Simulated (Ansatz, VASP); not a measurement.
Two plane-wave programs on Pt

The input INCAR:

```
SYSTEM = Pt
PREC     = Accurate       ! precision mode
ENCUT    = 520            ! plane-wave cutoff, eV
EDIFF    = 1E-6           ! SCF threshold, eV
ISMEAR   = 0              ! smearing method
SIGMA    = 0.15           ! smearing width, eV
LREAL    = .False.        ! projectors in reciprocal space
LASPH    = .True.         ! aspherical terms in the spheres
NELM     = 100            ! most SCF steps
ALGO     = Fast           ! electronic algorithm
ISIF     = 2              ! what is computed and relaxed
LWAVE    = .False.        ! write WAVECAR
LCHARG   = .True.         ! write CHGCAR
GGA      = PE             ! functional
LELF     = .True.         ! ELF
LVHAR    = .True.       
NBANDS   = 11             ! bands
```

KPOINTS

```
regular mesh
0
Gamma
  24 24 24
  0 0 0
```

POSCAR

```
Pt
1.0
    0.0000000000      1.9263154446      2.0226312169
    1.9263154446      0.0000000000      2.0226312169
    1.9263154446      1.9263154446      0.0000000000
Pt
1
Direct
    0.0000000000      0.0000000000      0.0000000000
```

Input for Ansatz:

```yaml
crystal:
  lattice:
    - [0.0, 1.9263154446, 2.0226312169]
    - [1.9263154446, 0.0, 2.0226312169]
    - [1.9263154446, 1.9263154446, 0.0]
  atoms:
    - { symbol: Pt, position: [0.0, 0.0, 0.0] }
basis:
  ecutwfc: 420
kpoints:
  mp_grid: { grid: [24, 24, 24] }
hamiltonian:
  xc: pbe
scf:
  occupations: { method: gaussian, width: 0.15 }
output:
  forces: true
  stress: true
  eigenvalues: true
```

Alike in both runs: task single point; functional PBE; k mesh 24 × 24 × 24; occupations gaussian, width 0.15 eV; no spin polarisation.

```csv
,VASP,Ansatz
version,VASP 6.6.1,Ansatz 0.2.0
potentials or method,"VASP PAW PBE potentials, release 64 (Pt), cutoff 520 eV","scalar-relativistic, plane waves, PAW"
valence electrons in the cell,10,18
```

```tsv
	VASP	Ansatz	Ansatz less VASP
gap on the k mesh at the Fermi level (eV)	none	none	-
pressure (GPa)	11.3	11.9	+0.57
traceless stress, the component that is largest in VASP (GPa)	-4.12	-4.15	-0.036
```

A gap of «none» marks a metal or a gap that the smearing closes. VASP's potentials hold 10 valence electrons a cell and Ansatz's 18, so a difference there can come from the potentials and not from the codes.

Neither program's run includes spin-orbit coupling.
